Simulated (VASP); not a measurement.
Fe: single point with BLYP

Crystal: Fe.

```xyz
1
Lattice="2.3019 0.0000 0.0000 0.0000 2.3019 0.0000 0.0000 0.0000 2.3019" Properties=species:S:1:pos:R:3 pbc="T T T"
Fe    0.0000    0.0000    0.0000
```

| Item | Value |
| --- | --- |
| Program | VASP 6.6.1 |
| Task | single point |
| Functional | BLYP |
| Potentials or basis | VASP PAW PBE potentials, release 64 (Fe) |
| Cutoff | 520 eV |
| k mesh | 15 × 15 × 15 |
| Occupations | fermi-dirac, width 0.1 eV |
| Spin | no spin polarisation |
| Dipole correction | no |
| Further INCAR settings | ALGO = Normal; EDIFF = 1e-06; NBANDS = 10 |

```json
{
 "Pressure": "-0.4 GPa",
 "Band gap on the k mesh": "zero (band 4 reaches 7.72 eV, above the bottom of band 5 at 5.18 eV)"
}
```

Levels at points of the mesh, in eV from the Fermi level:
| k point | band 2 | band 3 | band 4 | band 5 | band 6 | band 7 |
| --- | --- | --- | --- | --- | --- | --- |
| (0.00, 0.00, 0.00) | -3.58 | -3.58 | 0.91 | 0.91 | 0.91 | 20.22 |

Wall time 7.1 s on 1 thread of Intel(R) Xeon(R) 6975P-C (Granite Rapids), on a shared host, peak memory 0.12 GiB.

Caveat: the PAW data sets were made with another functional, which shifts forces and pressure a little; the run has no spin polarisation, though such a crystal can be magnetic. Spin polarisation is off, so any magnetic state and its effect on volume and gap are missing.
